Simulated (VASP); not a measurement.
# WC (Amm2) in VASP: a series of runs, part 2 of 2

VASP 6.6.1.

### Step 4. Single point, PBEsol (strain -0.0100 x Voigt [1, -1, 0, 0, 0, 0])

The input, INCAR:

```
PREC     = Accurate       # precision mode
ENCUT    = 520            # plane-wave cutoff, eV
EDIFF    = 1E-7           # SCF threshold, eV
ISMEAR   = 0              # smearing method
SIGMA    = 0.15           # smearing width, eV
LREAL    = F              # projectors in reciprocal space
LASPH    = T              # aspherical terms in the spheres
NELM     = 60             # most SCF steps
ALGO     = Normal         # electronic algorithm
ISIF     = 2              # what is computed and relaxed
LWAVE    = F              # write WAVECAR
LCHARG   = T              # write CHGCAR
GGA      = PS             # functional
LELF     = T              # ELF
LVHAR    = T            
NBANDS   = 16             # bands
```

The input, KPOINTS:

```
Automatic mesh
0
Gamma
  18 18 16
```

The input, POSCAR:

```
WC
1.0
    2.8714964216      0.0000000000      0.0000000000
   -1.4357482108      2.5370270066      0.0000000000
    0.0000000000      0.0000000000      2.8290000000
W C
1 1
Direct
    0.0000000000      0.0000000000      0.0000000000
    0.6666666667      0.3333333333      0.5000000000
```

Potentials or basis: VASP PAW PBE potentials, release 64 (W_sv, C).

On the command line:

```bash
$ cat potpaw_PBE.64/W_sv/POTCAR potpaw_PBE.64/C/POTCAR > POTCAR
$ mpirun -np 1 vasp_std > vasp.out
```

OUTCAR:

```text
PREC = Accurate
   ENCUT = 520
   EDIFF = 1E-7
   ISMEAR = 0
   LREAL = F
   LASPH = T
   NELM = 60
   ISIF = 2
   GGA = PS

 ion  position               nearest neighbor table
   1  0.000  0.000  0.000-   2 2.19   2 2.19   2 2.19   2 2.19   2 2.20   2 2.20
   2  0.667  0.333  0.500-   1 2.19   1 2.19   1 2.19   1 2.19   1 2.20   1 2.20

  LATTYP: Found a base centered orthorhombic cell.
 ALAT       =     2.8714964216
 B/A-ratio  =     1.7670417330
[... 647 lines left out ...]

------------------------ aborting loop because EDIFF is reached ----------------------------------------

  FORCE on cell =-STRESS in cart. coord.  units (eV):
  Direction    XX          YY          ZZ          XY          YZ          ZX
  --------------------------------------------------------------------------------------
  -------------------------------------------------------------------------------------
  Total        0.7497885     -0.5952149      0.0990926      0.0000000      0.0000000      0.0000000
  in kB       58.2885234    -46.2719784      7.7034548      0.0000000      0.0000000      0.0000000
  external PRESSURE =       6.5733332 kB  Pullay stress =       0.0000000 kB

 VOLUME and BASIS-vectors are now :
 -----------------------------------------------------------------------------
  energy-cutoff  :      520.00
  volume of cell :       20.61
      direct lattice vectors                 reciprocal lattice vectors
     2.871496422  0.000000000  0.000000000     0.348250478  0.197081071  0.000000000
    -1.435748211  2.537027007  0.000000000     0.000000000  0.394162142  0.000000000
     0.000000000  0.000000000  2.829000000     0.000000000  0.000000000  0.353481796

 POSITION                                       TOTAL-FORCE (eV/Angst)
 -----------------------------------------------------------------------------------
      0.00000      0.00000      0.00000         0.000000     -0.113088      0.000000
      1.43575      0.84568      1.41450        -0.000000      0.113088      0.000000
 -----------------------------------------------------------------------------------
    total drift:                                0.000000      0.000021      0.000000

  FREE ENERGIE OF THE ION-ELECTRON SYSTEM (eV)
  ---------------------------------------------------
  free  energy   TOTEN  =       -23.8946524379 eV

  energy  without entropy=      -23.8911730173  energy(sigma->0) =      -23.89291273
```

It took 86 s on 1 thread of Intel Xeon 6975P-C (Granite Rapids), shared host; peak memory 0.37 GiB.

Results:

* Free energy: -23.8947 eV
* Pressure: 0.7 GPa
* Largest force: 0.113 eV/Å
* Band gap on the k mesh: zero (bands 9 and 10 overlap by 1.15 eV)

Forces in eV/Å, atoms in the order of the input:
```
W    0.000 -0.113  0.000
C    0.000  0.113  0.000
```

Caveat: the cell differs from its parent crystal (strain -0.0100 x Voigt [1, -1, 0, 0, 0, 0]); the PAW data sets were made with another functional, which shifts forces and pressure a little; spin-orbit coupling is left out, which moves the levels of the heavy elements.

### Step 5. Single point, PBEsol (strain +0.0050 x Voigt [1, -1, 0, 0, 0, 0])

The input, INCAR:

```
SYSTEM = WC
ALGO     = Normal         ! electronic algorithm
EDIFF    = 1E-6           ! SCF threshold, eV
ENCUT    = 520            ! plane-wave cutoff, eV
GGA      = PS             ! functional
ISIF     = 2              ! what is computed and relaxed
ISMEAR   = 0              ! smearing method
LASPH    = .True.         ! aspherical terms in the spheres
LCHARG   = .False.        ! write CHGCAR
LREAL    = .False.        ! projectors in reciprocal space
LWAVE    = .False.        ! write WAVECAR
NBANDS   = 16             ! bands
NELM     = 60             ! most SCF steps
PREC     = Accurate       ! precision mode
SIGMA    = 0.15           ! smearing width, eV
```

The input, KPOINTS:

```
k-points
0
Gamma
  18 18 16
  0 0 0
```

The input, POSCAR:

```
WC
1.0
    2.9150039432      0.0000000000      0.0000000000
   -1.4575019716      2.4993483877      0.0000000000
    0.0000000000      0.0000000000      2.8290000000
W C
1 1
Direct
    0.0000000000      0.0000000000      0.0000000000
    0.6666666667      0.3333333333      0.5000000000
```

On the command line:

```bash
$ cat potpaw_PBE.64/W_sv/POTCAR potpaw_PBE.64/C/POTCAR > POTCAR
$ mpirun -np 1 vasp_std > vasp.out
```

Run time: 78 s. Hardware: 1 thread of Intel Xeon 6975P-C (Granite Rapids), shared host; peak memory 0.37 GiB.

It converged, with:

```yaml
Free_energy: -23.8997 eV
Pressure: 0.6 GPa
Largest_force: 0.061 eV/Å
Band_gap_on_the_k_mesh: zero (bands 9 and 10 overlap by 1.26 eV)
```

Forces on the atoms (eV/Å):
```
W    0.000  0.061  0.000
C    0.000 -0.061  0.000
```

Stress tensor (GPa, compression positive):
```
-2.13  0.00  0.00
 0.00  3.04  0.00
 0.00  0.00  0.74
```

Levels at points of the mesh, in eV from the Fermi level:
| k point | band 5 | band 6 | band 7 | band 8 | band 9 | band 10 | band 11 | band 12 | band 13 | band 14 |
| --- | --- | --- | --- | --- | --- | --- | --- | --- | --- | --- |
| (0.00, 0.00, 0.00) | -14.48 | -4.37 | -3.45 | -3.28 | 0.12 | 3.24 | 3.28 | 5.65 | 5.74 | 6.45 |
| (0.50, 0.00, 0.00) | -11.10 | -7.08 | -3.64 | -3.64 | -0.42 | 2.38 | 4.55 | 4.96 | 6.92 | 9.73 |
| (0.00, 0.50, 0.00) | -11.06 | -7.06 | -3.64 | -3.60 | -0.51 | 2.30 | 4.58 | 4.95 | 6.90 | 9.75 |
| (0.00, 0.00, 0.50) | -10.36 | -8.72 | -2.05 | -2.01 | -0.70 | -0.51 | 3.73 | 4.48 | 4.61 | 10.01 |
| (0.50, 0.00, 0.50) | -11.31 | -6.51 | -4.32 | -4.19 | 0.27 | 4.46 | 5.37 | 6.74 | 9.28 | 10.16 |
| (0.00, 0.50, 0.50) | -11.29 | -6.52 | -4.44 | -4.19 | 0.38 | 4.51 | 5.40 | 6.69 | 9.30 | 10.30 |

Caveat: the cell differs from its parent crystal (strain +0.0050 x Voigt [1, -1, 0, 0, 0, 0]); the PAW data sets were made with another functional, which shifts forces and pressure a little; spin-orbit coupling is left out, which moves the levels of the heavy elements.

### Step 6. Single point, PBEsol (strain +0.0200 x Voigt [1, -1, 0, 0, 0, 0])

INCAR: that of step 5 with these lines changed.

```diff
@@ -2,3 +2,3 @@
 ALGO     = Normal         ! electronic algorithm
-EDIFF    = 1E-6           ! SCF threshold, eV
+EDIFF    = 1E-7           ! SCF threshold, eV
 ENCUT    = 520            ! plane-wave cutoff, eV
@@ -12,3 +12,3 @@
 NBANDS   = 16             ! bands
-NELM     = 60             ! most SCF steps
+NELM     = 80             ! most SCF steps
 PREC     = Accurate       ! precision mode
```

KPOINTS is that of step 5.

The input, POSCAR:

```
WC
1.0
    2.9585114647      0.0000000000      0.0000000000
   -1.4792557324      2.4616697687      0.0000000000
    0.0000000000      0.0000000000      2.8290000000
W C
1 1
Direct
    0.0000000000      0.0000000000      0.0000000000
    0.6666666667      0.3333333333      0.5000000000
```

Potentials or basis: VASP PAW PBE potentials, release 64 (W_sv, C).

On the command line:

```bash
$ cat potpaw_PBE.64/W_sv/POTCAR potpaw_PBE.64/C/POTCAR > POTCAR
$ mpirun -np 1 vasp_std > vasp.out
```

Run time: 91 s. Hardware: 1 thread of Intel Xeon 6975P-C (Granite Rapids), shared host; peak memory 0.37 GiB.

Results (log left out):

| Property | Result |
| --- | --- |
| Free energy | -23.8752 eV |
| Pressure | 1.0 GPa |
| Largest force | 0.245 eV/Å |
| Band gap on the k mesh | zero (bands 9 and 10 overlap by 1.25 eV) |

Forces on the atoms (eV/Å):
```
W    0.000  0.245  0.000
C    0.000 -0.245  0.000
```

Stress tensor (GPa, compression positive):
```
-8.87  0.00  0.00
 0.00 11.07  0.00
 0.00  0.00  0.89
```

Levels at points of the mesh, in eV from the Fermi level:
```csv
k point,band 7,band 8,band 9,band 10,band 11,band 12
"(0.00, 0.00, 0.00)",-3.69,-3.02,0.09,3.18,3.36,5.50
"(0.50, 0.00, 0.00)",-3.68,-3.65,-0.33,2.46,4.33,5.14
"(0.00, 0.50, 0.00)",-3.66,-3.53,-0.69,2.14,4.62,4.98
"(0.00, 0.00, 0.50)",-2.11,-1.95,-1.00,-0.21,3.72,4.29
"(0.50, 0.00, 0.50)",-4.29,-4.10,0.16,4.32,5.39,6.78
"(0.00, 0.50, 0.50)",-4.69,-4.18,0.59,4.62,5.47,6.56
```

Caveat: the cell differs from its parent crystal (strain +0.0200 x Voigt [1, -1, 0, 0, 0, 0]); the PAW data sets were made with another functional, which shifts forces and pressure a little; spin-orbit coupling is left out, which moves the levels of the heavy elements.

### Step 7. Summary

| cell | gap on the mesh (eV) | pressure (GPa) | largest force (eV/Å) |
| --- | --- | --- | --- |
| a = 2.842, b = 2.930, c = 2.829 Å, angles 90.0, 90.0, 119.0°, 2 atoms | none | 1.0 | 0.21 |
| a = 2.944, b = 2.879, c = 2.829 Å, angles 90.0, 90.0, 120.7°, 2 atoms | none | 0.8 | 0.18 |
| a = 2.871, b = 2.915, c = 2.829 Å, angles 90.0, 90.0, 119.5°, 2 atoms | none | 0.7 | 0.11 |
| a = 2.915, b = 2.893, c = 2.829 Å, angles 90.0, 90.0, 120.2°, 2 atoms | none | 0.6 | 0.06 |
| a = 2.959, b = 2.872, c = 2.829 Å, angles 90.0, 90.0, 121.0°, 2 atoms | none | 1.0 | 0.24 |

Alike in all rows: task single point; level PBEsol; potentials or basis VASP PAW PBE potentials, release 64 (W_sv, C); no spin polarisation; k mesh 18 × 18 × 16; cutoff (eV) 520; smearing gaussian 0.15 eV.

Caveats: the PAW data sets were made with another functional, which shifts forces and pressure a little; spin-orbit coupling is left out, which moves the levels of the heavy elements.

Total energies depend on the potentials used, so only differences within one code and one set of settings carry meaning.
